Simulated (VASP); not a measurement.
# CuSi16H4 in VASP: notebook

CuSi16H4 is run at these levels: PBEsol; tasks: single point.

All numbers are computed with VASP 6.6.1; they aren't measurements. Logs are shortened: lines on timing, memory, paths and dates and some standing lists are left out, and cuts for length are marked.

## 1. The cell of the first run

The cell holds a slab with vacuum, 21 atoms: a = 7.679 Å, b = 7.679 Å, c = 17.419 Å, α = 90.00°, β = 90.00°, γ = 60.00°.

## 2. Single point, PBEsol, collinear spin

File INCAR:

```
SYSTEM = CuSi16H4
ALGO = Normal ; EDIFF = 1E-7
ENCUT = 520 ; GGA = PS
ISIF = 2 ; ISMEAR = -1
ISPIN = 2 ; LASPH = .TRUE.
LCHARG = .FALSE. ; LMAXMIX = 4
LORBIT = 11 ; LREAL = Auto
LWAVE = .FALSE. ; MAGMOM = 0 0 0 0 0 0 0 0 0.06 0 0 0 0 0 0 0 0.22 0 0.22 0.22 0
NBANDS = 60 ; NELM = 150
PREC = Accurate ; SIGMA = 0.05
```

File KPOINTS:

```
k-points
0
G
  2 2 1
  0 0 0
```

File POSCAR:

```
CuSi16H4
1.0
    7.6791800000      0.0000000000      0.0000000000
    3.8395900000      6.6503650000      0.0000000000
    0.0000000000      0.0000000000     17.4187650000
H Si Cu
4 16 1
Direct
    0.1666666792      0.1666666416      0.0574094088
    0.6666666792      0.1666666416      0.0574094088
    0.1666666416      0.6666667168      0.0574094088
    0.6666666416      0.6666667168      0.0574094088
    0.1666666792      0.1666666416      0.1435233784
    0.6666666792      0.1666666416      0.1435233784
    0.1666666416      0.6666667168      0.1435233784
    0.6666666416      0.6666667168      0.1435233784
   -0.1666882464      0.3333817016      0.1867013534
    0.3337670630      0.3330776581      0.1873403769
   -0.1667730057      0.8337124353      0.1867840803
    0.3330637240      0.8332026889      0.1850507771
   -0.1658897805      0.3349163542      0.3225868769
    0.3352054136      0.3345777262      0.3233151719
   -0.1663425720      0.8358539719      0.3222950651
    0.3359566970      0.8371399164      0.3192581678
    0.0043580805     -0.0001030019      0.3606264853
    0.5012289003      0.0010206959      0.3657801802
    0.0008287645      0.5024028004      0.3612872095
    0.4993345616      0.5059170437      0.3610429327
    0.4713536600      0.9411281937      0.4852011609
```

Potentials or basis: VASP PAW PBE potentials, release 64 (H, Si, Cu).

On the command line:

```
$ cat potpaw_PBE.64/H/POTCAR potpaw_PBE.64/Si/POTCAR potpaw_PBE.64/Cu/POTCAR > POTCAR
$ mpirun -np 1 vasp_std > vasp.out
```

OUTCAR:

```text
SYSTEM = CuSi16H4
   EDIFF = 1E-7
   ENCUT = 520
   GGA = PS
   ISIF = 2
   ISMEAR = -1
   ISPIN = 2
   LASPH = .TRUE.
   LORBIT = 11
   LREAL = Auto
   NELM = 150
   PREC = Accurate

 ion  position               nearest neighbor table
   1  0.167  0.167  0.057-   5 1.50
   2  0.667  0.167  0.057-   6 1.50
   3  0.167  0.667  0.057-   7 1.50
   4  0.667  0.667  0.057-   8 1.50
   5  0.167  0.167  0.144-   1 1.50  12 2.33   9 2.34  10 2.35
   6  0.667  0.167  0.144-   2 1.50  11 2.34   9 2.34  10 2.34
   7  0.167  0.667  0.144-   3 1.50  12 2.33  11 2.34  10 2.35
   8  0.667  0.667  0.144-   4 1.50  12 2.33   9 2.34  11 2.34
   9  0.833  0.333  0.187-   8 2.34   5 2.34   6 2.34  13 2.37
  10  0.334  0.333  0.187-   6 2.34   5 2.35   7 2.35  14 2.37
  11  0.833  0.834  0.187-   6 2.34   7 2.34   8 2.34  15 2.36
  12  0.333  0.833  0.185-   7 2.33   5 2.33   8 2.33  16 2.34
  13  0.834  0.335  0.323-  19 2.32  17 2.32  20 2.33   9 2.37
  14  0.335  0.335  0.323-  19 2.32  20 2.33  18 2.34  10 2.37
  15  0.834  0.836  0.322-  19 2.32  17 2.32  18 2.34  11 2.36
  16  0.336  0.837  0.319-  20 2.32  17 2.32  18 2.33  12 2.34
  17  0.004  1.000  0.361-  16 2.32  15 2.32  13 2.32
  18  0.501  0.001  0.366-  21 2.17  16 2.33  15 2.34  14 2.34
  19  0.001  0.502  0.361-  15 2.32  14 2.32  13 2.32
  20  0.499  0.506  0.361-  16 2.32  13 2.33  14 2.33
  21  0.471  0.941  0.485-  18 2.17

  LATTYP: Found a hexagonal cell.
 ALAT       =     7.6791800344
 C/A-ratio  =     2.2683105386

  Lattice vectors:

 A1 = (  -3.8395900000,  -6.6503650000,   0.0000000000)
 A2 = (   7.6791800000,   0.0000000000,   0.0000000000)
 A3 = (   0.0000000000,   0.0000000000,  17.4187650000)

Analysis of symmetry for initial positions (statically):
=====================================================================
 Subroutine PRICEL returns:
 Original cell was already a primitive cell.

 Routine SETGRP: Setting up the symmetry group for a
 hexagonal supercell.

 Subroutine GETGRP returns: Found  1 space group operations
 (whereof  1 operations were pure point group operations)
 out of a pool of 24 trial point group operations.

The static configuration has the point symmetry C_1 .

Analysis of symmetry for dynamics (positions and initial velocities):
=====================================================================
 Subroutine PRICEL returns:
 Original cell was already a primitive cell.

 Routine SETGRP: Setting up the symmetry group for a
 hexagonal supercell.

 Subroutine GETGRP returns: Found  1 space group operations
 (whereof  1 operations were pure point group operations)
 out of a pool of 24 trial point group operations.

The dynamic configuration has the point symmetry C_1 .

Analysis of structural, dynamic, and magnetic symmetry:
=====================================================================
 Subroutine PRICEL returns:
 Original cell was already a primitive cell.

 Routine SETGRP: Setting up the symmetry group for a
 hexagonal supercell.

 Subroutine GETGRP returns: Found  1 space group operations
 (whereof  1 operations were pure point group operations)
 out of a pool of 24 trial point group operations.

The overall configuration has the point symmetry C_1 .

 Subroutine INISYM returns: Found  1 space group operations
 (whereof  1 operations are pure point group operations),
 and found     1 'primitive' translations

----------------------------------------------------------------------------------------

                                     Primitive cell

  volume of cell :     889.5650

  direct lattice vectors                    reciprocal lattice vectors
     7.679180000  0.000000000  0.000000000     0.130222237 -0.075183843  0.000000000
     3.839590000  6.650365000  0.000000000     0.000000000  0.150367687  0.000000000
     0.000000000  0.000000000 17.418765000     0.000000000  0.000000000  0.057409351

  length of vectors
     7.679180000  7.679180034 17.418765000     0.150367687  0.150367687  0.057409351

  position of ions in fractional coordinates (direct lattice)
     0.166666679  0.166666642  0.057409409
     0.666666679  0.166666642  0.057409409
[... 77 lines left out ...]
   number of dos      NEDOS =    301   number of ions     NIONS =     21
   total plane-waves  NPLWV = 504000
   dimension x,y,z NGX =    60 NGY =   60 NGZ =  140
   dimension x,y,z NGXF=   120 NGYF=  120 NGZF=  280
   ions per type =               4  16   1
   NGX,Y,Z   is equivalent  to a cutoff of  12.99, 12.99, 13.36 a.u.
   NGXF,Y,Z  is equivalent  to a cutoff of  25.98, 25.98, 26.72 a.u.
 SYSTEM =  CuSi16H4
   PREC   = accura    normal or accurate (medium, high low for compatibility)
   ISTART =      0    job   : 0-new  1-cont  2-samecut
   ICHARG =      2    charge: 1-file 2-atom 10-const
   ISPIN  =      2    spin polarized calculation?
   LNONCOLLINEAR =      F non collinear calculations
   LSORBIT =      F    spin-orbit coupling
   LASPH  =      T    aspherical Exc in radial PAW
   ENCUT  =  520.0 eV  38.22 Ry    6.18 a.u.  14.28 14.28 32.39*2*pi/ulx,y,z
   NELM   =    150;   NELMIN=  2; NELMDL= -5     # of ELM steps
   EDIFF  = 0.1E-06   stopping-criterion for ELM
   LREAL  =      T    real-space projection
   EDIFFG = 0.1E-05   stopping-criterion for IOM
   NSW    =      0    number of steps for IOM
   IBRION =     -1    ionic relax: 0-MD 1-quasi-New 2-CG
   NFREE  =      0    steps in history (QN), initial steepest desc. (CG)
   ISIF   =      2    stress and relaxation
   ISYM   =      2    0-nonsym 1-usesym 2-fastsym
   POTIM  = 0.5000    time-step for ionic-motion
   TEBEG  =    0.0;   TEEND  =   0.0 temperature during run
   PSTRESS=    0.0 pullay stress
   NELECT =      79.0000    total number of electrons
   NUPDOWN=      -1.0000    fix difference up-down
   EMIN   =  10.00;   EMAX   =-10.00  energy-range for DOS
   EFERMI =   0.00;   METHOD = LEGACY
   ISMEAR =    -1;   SIGMA  =   0.05  broadening in eV -4-tet -1-fermi 0-gaus
   EFERMI_NEDOS =   21; number of points for ismear=-14 and -15
   IALGO  =     38    algorithm
   IMIX   =      4    mixing-type and parameters
     AMIX     =   0.40;   BMIX     =  1.00
     AMIX_MAG =   1.60;   BMIX_MAG =  1.00
  volume/ion in A,a.u.               =      42.36       285.86
  Fermi-wavevector in a.u.,A,eV,Ry     =   0.730395  1.380247  7.258399  0.533477
  Thomas-Fermi vector in A             =   1.822355
   LORBIT       =     11    0 simple, 1 ext, 2 COOP (PROOUT), +10 PAW based schemes
   GGA     = PS    functional components
   LHFCALC =     F    Hartree Fock is set to
   AEXX    =    0.0000 exact exchange contribution
   IVDW    =     0    specifies the selected vdW correction
   LEPSILON=     F    determine dielectric tensor
   LRPA    =     F    only Hartree local field effects (RPA)
 spin polarized calculation
  energy-cutoff  :      520.00
  volume of cell :      889.57
 maximum number of plane-waves:     23990
 NGX is ok and might be reduce to    60
   NGX = 29   NGY = 29   NGZ = 65

 number of electron      79.0000009 magnetization       2.9892249

 Free energy of the ion-electron system (eV)
  ---------------------------------------------------
  ext. energy  EPLUGINS =         0.00000000
  ---------------------------------------------------
  free energy    TOTEN  =      -101.50645173 eV

  energy without entropy =     -101.50183900  energy(sigma->0) =     -101.50414537

 E-fermi :  -0.4304     XC(G=0):  -4.6425

 val. band max:       -0.6884915535   @ k =   0.5000   0.5000   0.0000
 cond. band min:      -0.2406245630   @ k =   0.0000   0.0000   0.0000
 fundamental gap:      0.4478669905
 Fermi energy:        -0.4303612430

 spin component 1

 k-point     1 :       0.0000    0.0000    0.0000
  band No.  band energies     occupation
      1     -12.0740      1.00000
      2     -10.8842      1.00000
      3      -9.8698      1.00000
      4      -9.8556      1.00000
      5      -9.8386      1.00000
      6      -9.0472      1.00000
[... 205 lines left out ...]
     50       2.6708      0.00000
     51       2.9861      0.00000
 Fermi energy:        -0.4303612430

 spin component 2

 k-point     1 :       0.0000    0.0000    0.0000
  band No.  band energies     occupation
      1     -11.9432      1.00000
      2     -10.7612      1.00000
      3      -9.7487      1.00000
      4      -9.7373      1.00000
      5      -9.7124      1.00000
      6      -8.9679      1.00000
[... 205 lines left out ...]
     50       2.9246      0.00000
     51       3.1950      0.00000
 [bands above 51 left out]

------------------------ aborting loop because EDIFF is reached ----------------------------------------

  FORCE on cell =-STRESS in cart. coord.  units (eV):
  Direction    XX          YY          ZZ          XY          YZ          ZX
  --------------------------------------------------------------------------------------
  -------------------------------------------------------------------------------------
  Total        3.6777130      3.6195682      0.9606419     -0.0444041     -0.0174080     -0.0155126
  in kB        6.6238536      6.5191303      1.7301924     -0.0799754     -0.0313533     -0.0279394
  external PRESSURE =       4.9577254 kB  Pullay stress =       0.0000000 kB

 VOLUME and BASIS-vectors are now :
 -----------------------------------------------------------------------------
  energy-cutoff  :      520.00
  volume of cell :      889.57
      direct lattice vectors                 reciprocal lattice vectors
     7.679180000  0.000000000  0.000000000     0.130222237 -0.075183843  0.000000000
     3.839590000  6.650365000  0.000000000     0.000000000  0.150367687  0.000000000
     0.000000000  0.000000000 17.418765000     0.000000000  0.000000000  0.057409351

 POSITION                                       TOTAL-FORCE (eV/Angst)
 -----------------------------------------------------------------------------------
      1.91979      1.10839      1.00000         0.006860      0.049082     -0.152590
      5.75938      1.10839      1.00000         0.004951      0.013312     -0.147572
      3.83959      4.43358      1.00000        -0.034376     -0.032064     -0.135902
      7.67918      4.43358      1.00000         0.035342     -0.020997     -0.155114
      1.91979      1.10839      2.50000         0.022257      0.035849      0.119073
      5.75938      1.10839      2.50000        -0.006609      0.008023      0.160136
[... 13 lines left out ...]
      5.77699      3.36453      6.28892         0.001855      0.001009      0.010382
      7.23316      6.25885      8.45160        -0.001521     -0.002457      0.020041
 -----------------------------------------------------------------------------------
    total drift:                               -0.016465     -0.009753      0.001526

  FREE ENERGIE OF THE ION-ELECTRON SYSTEM (eV)
  ---------------------------------------------------
  free  energy   TOTEN  =      -101.5064517331 eV

  energy  without entropy=     -101.5018390048  energy(sigma->0) =     -101.50414537

 total charge

# of ion       s       p       d       tot
------------------------------------------
    1        0.548   0.013   0.000   0.562
    2        0.548   0.013   0.000   0.561
    3        0.548   0.013   0.000   0.562
    4        0.548   0.013   0.000   0.562
    5        0.739   0.981   0.000   1.720
    6        0.738   0.981   0.000   1.719
[... 13 lines left out ...]
   20        0.777   0.889   0.000   1.666
   21        0.525   0.081   9.311   9.916
--------------------------------------------------
tot         14.713  15.304   9.311  39.327

 magnetization (x)

# of ion       s       p       d       tot
------------------------------------------
    1        0.008   0.000   0.000   0.008
    2        0.009   0.000   0.000   0.009
    3        0.003  -0.000   0.000   0.003
    4        0.008   0.000   0.000   0.008
    5        0.006   0.015   0.000   0.021
    6        0.006   0.016   0.000   0.022
[... 13 lines left out ...]
   20        0.031   0.194   0.000   0.225
   21       -0.002   0.005   0.020   0.023
--------------------------------------------------
tot          0.177   0.803   0.020   1.000
```

Run time: 34 min. Hardware: 1 thread of Intel Xeon 8259CL, shared host; peak memory 1.5 GiB.

What came out:

* Free energy: -101.5065 eV
* Largest force: 0.178 eV/Å
* Band gap on the k mesh: 0.45 eV (least direct gap 0.46 eV)
* Net moment: 2.99 μB per cell
* Site moments: H +0.01, +0.00 (each value once); Si +0.02, -0.00, +0.06, +0.04, +0.03, +0.01, +0.23 (each value once); Cu +0.02 μB
* Valence electrons inside the program's atomic spheres: H 0.56; Si 1.72, 1.70, 1.71, 1.69, 1.67 (each value once); Cu 9.92

Forces in eV/Å, atoms in the order of the input:
```
H    0.007  0.049 -0.153
H    0.005  0.013 -0.148
H   -0.034 -0.032 -0.136
H    0.035 -0.021 -0.155
Si   0.022  0.036  0.119
Si  -0.007  0.008  0.160
Si  -0.053 -0.051  0.162
Si   0.030  0.001  0.095
Si   0.001  0.002  0.006
Si   0.000  0.004  0.003
Si   0.000 -0.002  0.006
Si   0.001 -0.001  0.002
Si  -0.003 -0.002 -0.001
Si  -0.001 -0.005 -0.005
Si  -0.004  0.002 -0.002
Si   0.003  0.002  0.001
Si  -0.001  0.000  0.007
Si   0.002  0.000 -0.006
Si  -0.003 -0.001  0.013
Si   0.002  0.001  0.010
Cu  -0.002 -0.002  0.020
```

Caveat: the k points lie up to 0.47 Å⁻¹ apart; there is no dipole correction, which matters where the two faces differ; the PAW data sets were made with another functional, which shifts forces and pressure a little.

(Continued in part 2 of 2.)

The gap in the log of VASP goes by the Fermi energy; the results here count the filled bands.